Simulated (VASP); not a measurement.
# Si (a cell with a defect) in VASP: single point with PBE+D3(BJ)

Aim: the single point of Si (a cell with a defect) with PBE+D3(BJ).

Program: VASP 6.6.1. These are calculated values, not measurements. Logs are shortened: lines on timing, memory, paths and dates and some standing lists are left out, and cuts for length are marked.

## (1) The cell of the first run

The cell holds a defect, 63 atoms: a = 10.860 Å, b = 10.860 Å, c = 10.860 Å, α = 90.00°, β = 90.00°, γ = 90.00°.

## (2) Single point, PBE+D3(BJ), collinear spin

INCAR

```
SYSTEM = Si
  PREC = Accurate
  ENCUT = 400
  EDIFF = 1E-6
  ISMEAR = 0
  SIGMA = 0.05
  LREAL = Auto
  LASPH = .True.
  NELM = 200
  ALGO = Normal
  ISIF = 2
  LWAVE = .False.
  LCHARG = .True.
  ISPIN = 2
  MAGMOM = 0 0 0 0 0.16 0 0.16 0 0 0 0 0 0.16 0 0 0 0 0 0 0 0 0 0 0 0 0 0 0 0 0 0 0 0 0 0 0 0 0 0 0 0 0 0 0 0 0 0 0 0 0.16 0 0 0 0 0 0 0 0 0 0 0 0 0
  LORBIT = 11
  GGA = PE
  IVDW = 12
  LELF = .True.
  LVHAR = .True.
  NELECT = 253.0
  NBANDS = 167
  GGA_COMPAT = .False.
```

KPOINTS

```
Automatic mesh
0
Gamma
  1 1 1
  0 0 0
```

POSCAR

```
Si
1.0
   10.8600000000      0.0000000000      0.0000000000
    0.0000000000     10.8600000000      0.0000000000
    0.0000000000      0.0000000000     10.8600000000
Si
63
Direct
    0.5009603131     -0.0005569982     -0.0001174033
    0.6330979742      0.1168915285      0.1251515654
    0.7505621547      0.2490604972     -0.0000606814
    0.8751060773      0.3747282689      0.1247683241
    0.8411263352     -0.0910579190      0.1587273481
    0.8746021179      0.1172395028      0.3671074586
   -0.0112823204     -0.0002576427      0.0111093002
    0.1247493554      0.1246526703      0.1241071823
    0.2507119705      0.2500251381     -0.0002597606
    0.3755113260      0.3745816759      0.1257834254
    0.5000693370      0.4993174033     -0.0003434622
    0.6253624309      0.6252788214      0.1241220994
    0.7502519337      0.7614600368      0.0113021179
    0.2499743094     -0.0001518416      0.2497245856
    0.3770076427      0.1238813996      0.3737460405
    0.5042252302      0.2457406077      0.2477040516
    0.6261295580      0.3729529466      0.3737209945
    0.7501482505      0.5000213628      0.2497244936
    0.8757318600      0.6252931860      0.3745199816
    0.5041246777     -0.0021376611      0.4957203499
    0.6261404236      0.1238476059      0.6228530387
    0.7521272560      0.2460353591      0.4959123389
    0.8741670350      0.3747149171      0.6245817680
    0.7501498158     -0.0001631676      0.7499021179
    0.8757384899      0.1246874770      0.8751190608
   -0.0004550645      0.5010022099      0.0002970534
    0.1195560773      0.6304355433      0.1257907919
    0.2490119705      0.7504929098      0.0003512891
    0.3753125230      0.8749221915      0.1247832413
   -0.0000746777      0.2490157459      0.2493125230
    0.1250802026      0.3743360037      0.3749137201
    0.2478999079      0.5021174954      0.2496385820
    0.3755915285      0.6249484346      0.3749873849
    0.5009456722      0.7500214549      0.2493319521
    0.6329397790      0.8753088398      0.3669150092
   -0.0000824125     -0.0005596685      0.4988649171
    0.1251303867      0.1249914365      0.6241776243
    0.2512965930      0.2492356354      0.4990923573
    0.3752151013      0.3748208103      0.6246981584
    0.5007959484      0.4987046041      0.4990427256
    0.6250000000      0.6248553407      0.6242021179
    0.7505562615      0.7500927256      0.4989212707
    0.8751101289      0.8749108656      0.6245921731
    0.2478742173     -0.0002645488      0.7520493554
    0.3755957643      0.1251021179      0.8748286372
    0.5008008287      0.2491733886      0.7485930939
    0.6249539595      0.3743603131      0.8747781768
    0.7503015654      0.5022538674      0.7521593923
    0.8740159300      0.6306877532      0.8805595764
   -0.0112539595      0.7612148250      0.2495185083
    0.1247154696      0.8742215470      0.3744883978
    0.0001754144      0.4993136280      0.4997897790
    0.1249188766      0.6250543278      0.6249544199
    0.2506767035      0.7498712707      0.4998805709
    0.3754444751      0.8758804788      0.6244945672
    0.0002197053      0.2498961326      0.7491162983
    0.1249109576      0.3750553407      0.8749185083
    0.2500131676      0.4999744936      0.7498635359
    0.3748814917      0.6250936464      0.8749606814
    0.5000770718      0.7497301105      0.7491337017
    0.6253299263      0.8742197974      0.8751126151
   -0.0004581952      0.7504415285      0.7508863720
    0.1194870166      0.8759489871      0.8803773481
```

Potentials or basis: VASP PAW PBE potentials, release 64 (Si).

On the command line:

```sh
$ cat potpaw_PBE.64/Si/POTCAR > POTCAR
$ mpirun -np 1 vasp_gam > vasp.out
```

OUTCAR:

```text
SYSTEM = Si
   PREC = Accurate
   ENCUT = 400
   EDIFF = 1E-6
   ISMEAR = 0
   LREAL = Auto
   LASPH = .True.
   NELM = 200
   ISIF = 2
   ISPIN = 2
   LORBIT = 11
   GGA = PE
   IVDW = 12
   NELECT = 253.0
 IVDW          = 12

 ion  position               nearest neighbor table
   1  0.501  0.999  1.000-  61 2.35  29 2.35   2 2.35  45 2.36
   2  0.633  0.117  0.125-   3 2.35   1 2.35  16 2.38
   3  0.751  0.249  1.000-  25 2.35   4 2.35   2 2.35  47 2.36
   4  0.875  0.375  0.125-   3 2.35  30 2.35  26 2.35  18 2.35
   5  0.841  0.909  0.159-  13 2.47   7 2.47  50 2.47
   6  0.875  0.117  0.367-  36 2.35  30 2.35  22 2.38
   7  0.989  1.000  0.011-  25 2.35   8 2.35  63 2.42   5 2.47
   8  0.125  0.125  0.124-  30 2.35   7 2.35  14 2.36   9 2.36
   9  0.251  0.250  1.000-  45 2.35  10 2.35  57 2.36   8 2.36
  10  0.376  0.375  0.126-   9 2.35  11 2.35  32 2.38  16 2.38
  11  0.500  0.499  1.000-  47 2.35  10 2.35  59 2.36  12 2.36
  12  0.625  0.625  0.124-  34 2.35  13 2.35  18 2.36  11 2.36
[... 49 lines left out ...]
  62  1.000  0.750  0.751-  63 2.35  49 2.35  43 2.35  53 2.36
  63  0.119  0.876  0.880-  62 2.35  28 2.35  44 2.39   7 2.42

  LATTYP: Found a simple cubic cell.
 ALAT       =    10.8600000000

  Lattice vectors:

 A1 = (  10.8600000000,   0.0000000000,   0.0000000000)
 A2 = (   0.0000000000,  10.8600000000,   0.0000000000)
 A3 = (   0.0000000000,   0.0000000000,  10.8600000000)

Analysis of symmetry for initial positions (statically):
=====================================================================
 Subroutine PRICEL returns:
 Original cell was already a primitive cell.

 Routine SETGRP: Setting up the symmetry group for a
 simple cubic supercell.

 Subroutine GETGRP returns: Found  1 space group operations
 (whereof  1 operations were pure point group operations)
 out of a pool of 48 trial point group operations.

The static configuration has the point symmetry C_1 .

Analysis of symmetry for dynamics (positions and initial velocities):
=====================================================================
 Subroutine PRICEL returns:
 Original cell was already a primitive cell.

 Routine SETGRP: Setting up the symmetry group for a
 simple cubic supercell.

 Subroutine GETGRP returns: Found  1 space group operations
 (whereof  1 operations were pure point group operations)
 out of a pool of 48 trial point group operations.

The dynamic configuration has the point symmetry C_1 .

Analysis of structural, dynamic, and magnetic symmetry:
=====================================================================
 Subroutine PRICEL returns:
 Original cell was already a primitive cell.

 Routine SETGRP: Setting up the symmetry group for a
 simple cubic supercell.

 Subroutine GETGRP returns: Found  1 space group operations
 (whereof  1 operations were pure point group operations)
 out of a pool of 48 trial point group operations.

The overall configuration has the point symmetry C_1 .

 Subroutine INISYM returns: Found  1 space group operations
 (whereof  1 operations are pure point group operations),
 and found     1 'primitive' translations

----------------------------------------------------------------------------------------

                                     Primitive cell

  volume of cell :    1280.8241

  direct lattice vectors                    reciprocal lattice vectors
    10.860000000  0.000000000  0.000000000     0.092081031  0.000000000  0.000000000
     0.000000000 10.860000000  0.000000000     0.000000000  0.092081031  0.000000000
     0.000000000  0.000000000 10.860000000     0.000000000  0.000000000  0.092081031

  length of vectors
    10.860000000 10.860000000 10.860000000     0.092081031  0.092081031  0.092081031

[... 174 lines left out ...]
   LSORBIT =      F    spin-orbit coupling
   LASPH  =      T    aspherical Exc in radial PAW
   ENCUT  =  400.0 eV  29.40 Ry    5.42 a.u.  17.71 17.71 17.71*2*pi/ulx,y,z
   NELM   =    200;   NELMIN=  2; NELMDL= -5     # of ELM steps
   EDIFF  = 0.1E-05   stopping-criterion for ELM
   LREAL  =      T    real-space projection
   EDIFFG = 0.1E-04   stopping-criterion for IOM
   NSW    =      0    number of steps for IOM
   IBRION =     -1    ionic relax: 0-MD 1-quasi-New 2-CG
   NFREE  =      0    steps in history (QN), initial steepest desc. (CG)
   ISIF   =      2    stress and relaxation
   ISYM   =      2    0-nonsym 1-usesym 2-fastsym
   POTIM  = 0.5000    time-step for ionic-motion
   TEBEG  =    0.0;   TEEND  =   0.0 temperature during run
   PSTRESS=    0.0 pullay stress
   NELECT =     253.0000    total number of electrons
   NUPDOWN=      -1.0000    fix difference up-down
   EMIN   =  10.00;   EMAX   =-10.00  energy-range for DOS
   EFERMI =   0.00;   METHOD = LEGACY
   ISMEAR =     0;   SIGMA  =   0.05  broadening in eV -4-tet -1-fermi 0-gaus
   EFERMI_NEDOS =   21; number of points for ismear=-14 and -15
   IALGO  =     38    algorithm
   IMIX   =      4    mixing-type and parameters
     AMIX     =   0.40;   BMIX     =  1.00
     AMIX_MAG =   1.60;   BMIX_MAG =  1.00
  volume/ion in A,a.u.               =      20.33       137.20
  Fermi-wavevector in a.u.,A,eV,Ry     =   0.953422  1.801706 12.367880  0.909014
  Thomas-Fermi vector in A             =   2.082076
   LORBIT       =     11    0 simple, 1 ext, 2 COOP (PROOUT), +10 PAW based schemes
   GGA     = PE    functional components
   LHFCALC =     F    Hartree Fock is set to
   AEXX    =    0.0000 exact exchange contribution
   IVDW    =    12    specifies the selected vdW correction
   LEPSILON=     F    determine dielectric tensor
   LRPA    =     F    only Hartree local field effects (RPA)
 spin polarized calculation
 Gauss-broadening in eV      SIGMA  =   0.05
  energy-cutoff  :      400.00
  volume of cell :     1280.82
 maximum number of plane-waves:     11564
 NGX is ok and might be reduce to    70
   NGX = 35   NGY = 35   NGZ = 35

 number of electron     252.9999965 magnetization       2.9805933

 Free energy of the ion-electron system (eV)
  ---------------------------------------------------
  ext. energy  EPLUGINS =         0.00000000
  ---------------------------------------------------
  free energy    TOTEN  =      -325.63919829 eV

  energy without entropy =     -325.63451678  energy(sigma->0) =     -325.63685753

 E-fermi :   6.3101     XC(G=0):  -9.3569

 val. band max:        6.2411484217   @ k =   0.0000   0.0000   0.0000
 cond. band min:       6.3949492808   @ k =   0.0000   0.0000   0.0000
 fundamental gap:      0.1538008591
 Fermi energy:         6.3100954334

 spin component 1

 k-point     1 :       0.0000    0.0000    0.0000
  band No.  band energies     occupation
      1      -6.2114      1.00000
      2      -5.1605      1.00000
      3      -5.1605      1.00000
      4      -5.1549      1.00000
      5      -5.1547      1.00000
      6      -5.1120      1.00000
[... 130 lines left out ...]
    137       6.8902      0.00000
    138       6.8976      0.00000
 Fermi energy:         6.3100954334

 spin component 2

 k-point     1 :       0.0000    0.0000    0.0000
  band No.  band energies     occupation
      1      -6.1770      1.00000
      2      -5.1245      1.00000
      3      -5.1244      1.00000
      4      -5.1218      1.00000
      5      -5.1218      1.00000
      6      -5.0858      1.00000
[... 130 lines left out ...]
    137       6.9353      0.00000
    138       6.9513      0.00000
 [bands above 138 left out]

------------------------ aborting loop because EDIFF is reached ----------------------------------------

 Edisp (eV)  -19.95938

 E6    (eV) :   -11.6859

 E8    (eV) :    -8.2735

  FORCE on cell =-STRESS in cart. coord.  units (eV):
  Direction    XX          YY          ZZ          XY          YZ          ZX
  --------------------------------------------------------------------------------------
  -------------------------------------------------------------------------------------
  Total       2.84528     2.90741     2.94914     3.15002    -3.12296     3.14062
  in kB       3.55915     3.63687     3.68907     3.94035    -3.90650     3.92858
  external pressure =        3.63 kB  Pullay stress =        0.00 kB

 VOLUME and BASIS-vectors are now :
 -----------------------------------------------------------------------------
  energy-cutoff  :      400.00
  volume of cell :     1280.82
      direct lattice vectors                 reciprocal lattice vectors
    10.860000000  0.000000000  0.000000000     0.092081031  0.000000000  0.000000000
     0.000000000 10.860000000  0.000000000     0.000000000  0.092081031  0.000000000
     0.000000000  0.000000000 10.860000000     0.000000000  0.000000000  0.092081031

 POSITION                                       TOTAL-FORCE (eV/Angst)
 -----------------------------------------------------------------------------------
      5.44043     10.85395     10.85873         0.002313      0.009672      0.020081
      6.87544      1.26944      1.35915        -0.069723      0.070272      0.014380
      8.15111      2.70480     10.85934        -0.009373     -0.002767      0.019527
      9.50365      4.06955      1.35498         0.000647     -0.001289     -0.001003
      9.13463      9.87111      1.72378         0.323596     -0.317140     -0.314328
      9.49818      1.27322      3.98679        -0.013875      0.068954      0.069089
[... 55 lines left out ...]
     10.85502      8.14979      8.15463        -0.016893      0.016922      0.025505
      1.29763      9.51281      9.56090        -0.013642      0.023269      0.013257
 -----------------------------------------------------------------------------------
    total drift:                                0.001602     -0.002239      0.006246

  FREE ENERGIE OF THE ION-ELECTRON SYSTEM (eV)
  ---------------------------------------------------
  free  energy   TOTEN  =      -345.5985757919 eV

  energy  without entropy=     -345.5938942802  energy(sigma->0) =     -345.59623504

 total charge

# of ion       s       p       d       tot
------------------------------------------
    1        0.741   0.956   0.000   1.696
    2        0.784   0.863   0.000   1.646
    3        0.741   0.956   0.000   1.696
    4        0.739   0.961   0.000   1.701
    5        0.817   0.759   0.000   1.575
    6        0.784   0.863   0.000   1.647
[... 55 lines left out ...]
   62        0.739   0.961   0.000   1.700
   63        0.743   0.938   0.000   1.681
--------------------------------------------------
tot         46.906  59.564   0.000 106.470

 magnetization (x)

# of ion       s       p       d       tot
------------------------------------------
    1        0.001   0.015   0.000   0.015
    2        0.038   0.112   0.000   0.150
    3        0.001   0.015   0.000   0.015
    4        0.000  -0.001   0.000  -0.000
    5        0.063   0.039   0.000   0.102
    6        0.038   0.113   0.000   0.150
[... 55 lines left out ...]
   62        0.000   0.004   0.000   0.004
   63        0.002   0.014   0.000   0.016
--------------------------------------------------
tot          0.245   0.853   0.000   1.098
```

Run time: 5.9 min. Hardware: 1 thread of Intel Xeon Platinum 8488C (Sapphire Rapids), shared host; peak memory 1 GiB.

Results:

```yaml
Free_energy: -345.5986 eV
Largest_force: 0.551 eV/Å
Net_moment: 2.98 μB per cell
Site_moments: Si +0.01, +0.15, -0.00, +0.10, +0.03, +0.00, +0.02 (each value once) μB
Valence_electrons_inside_the_program's_atomic_spheres: Si 1.70, 1.65, 1.57, 1.67, 1.69, 1.68, 1.66 (each value once)
Dispersion_energy_per_atom: -0.317 eV
```

Forces in eV/Å, atoms in the order of the input:
```
Si   0.002  0.010  0.020
Si  -0.070  0.070  0.014
Si  -0.009 -0.003  0.020
Si   0.001 -0.001 -0.001
Si   0.324 -0.317 -0.314
Si  -0.014  0.069  0.069
Si   0.028 -0.011 -0.029
Si  -0.008 -0.007 -0.015
Si   0.002 -0.002  0.017
Si  -0.020  0.020  0.008
Si   0.000 -0.003  0.017
Si   0.006  0.007 -0.015
Si   0.010 -0.033 -0.033
Si  -0.004  0.009  0.009
Si   0.018 -0.009 -0.009
Si  -0.007  0.008 -0.020
Si   0.009 -0.017 -0.009
Si  -0.008  0.004  0.009
Si   0.016  0.007 -0.007
Si  -0.007 -0.020  0.007
Si   0.009 -0.008 -0.018
Si   0.020  0.006  0.006
Si  -0.007  0.020  0.020
Si  -0.008  0.009  0.005
Si   0.016 -0.008  0.008
Si  -0.017  0.026  0.017
Si  -0.014  0.014  0.023
Si  -0.026  0.016  0.017
Si   0.001 -0.001 -0.001
Si  -0.020 -0.003  0.010
Si   0.003 -0.006  0.003
Si  -0.018  0.019  0.018
Si   0.006 -0.003  0.003
Si   0.003  0.020  0.010
Si  -0.069  0.015  0.070
Si  -0.020  0.010 -0.003
Si   0.002  0.004 -0.006
Si   0.016 -0.006 -0.006
Si  -0.007  0.007  0.007
Si   0.005 -0.016 -0.005
Si  -0.003 -0.002 -0.006
Si  -0.010  0.019 -0.003
Si   0.001 -0.001 -0.002
Si  -0.018  0.018  0.018
Si   0.007  0.003 -0.003
Si   0.005 -0.005 -0.016
Si  -0.003 -0.006 -0.003
Si  -0.018  0.018  0.018
Si  -0.023  0.012  0.011
Si   0.027 -0.027 -0.010
Si  -0.008 -0.015 -0.007
Si  -0.017 -0.003 -0.001
Si  -0.001  0.001  0.022
Si   0.003  0.017 -0.002
Si  -0.020  0.007  0.020
Si  -0.018  0.000 -0.002
Si   0.000  0.023  0.001
Si  -0.001  0.002  0.002
Si  -0.021  0.000  0.001
Si   0.001  0.018 -0.002
Si   0.007 -0.015  0.007
Si  -0.017  0.017  0.026
Si  -0.014  0.023  0.013
```

Levels at points of the mesh, in eV from the Fermi level:
Spin up:
```csv
k point,band 124,band 125,band 126,band 127,band 128,band 129,band 130,band 131,band 132,band 133
"(0.00, 0.00, 0.00)",-0.99,-0.89,-0.18,-0.18,-0.07,0.08,0.09,0.15,0.16,0.16
```
Spin down:
```tsv
k point	band 122	band 123	band 124	band 125	band 126	band 127	band 128	band 129
(0.00, 0.00, 0.00)	-1.61	-0.86	-0.85	-0.81	0.09	0.09	0.12	0.12
```

Caveat: the k points lie up to 0.58 Å⁻¹ apart; the cell carries a net charge on a neutralising background, which shifts energy and pressure; the cell is charged against a uniform background, so pressure and absolute levels hang on convention.
